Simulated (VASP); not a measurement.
Input of a VASP 6.6.1 run:

File INCAR:

```
SYSTEM = Li
ALGO     = Normal         ! electronic algorithm
EDIFF    = 1E-7           ! SCF threshold, eV
ENCUT    = 520            ! plane-wave cutoff, eV
GGA      = PS             ! functional
ISIF     = 2              ! what is computed and relaxed
ISMEAR   = -1             ! smearing method
LASPH    = .True.         ! aspherical terms in the spheres
LCHARG   = .False.        ! write CHGCAR
LREAL    = .False.        ! projectors in reciprocal space
LWAVE    = .False.        ! write WAVECAR
NBANDS   = 10             ! bands
NELM     = 60             ! most SCF steps
PREC     = Accurate       ! precision mode
SIGMA    = 0.1            ! smearing width, eV
```

Contents of KPOINTS:

```
k-points
0
Gamma
  16 16 9
  0 0 0
```

Contents of POSCAR:

```
Li
1.0
    3.0555033943      0.0000000000      0.0000000000
   -1.5277516971      2.6461435608      0.0000000000
    0.0000000000      0.0000000000      5.0023327958
Li
2
Direct
    0.3333333333      0.6666666667      0.2500000000
    0.6666666667      0.3333333333      0.7500000000
```

Potentials or basis: VASP PAW PBE potentials, release 64 (Li_sv).

The run is started by

```bash
$ cat potpaw_PBE.64/Li_sv/POTCAR > POTCAR
$ mpirun -np 1 vasp_std > vasp.out
```

Q: What does it give for the band gap on the k mesh?

A: Zero (bands 3 and 4 overlap by 3.98 eV).
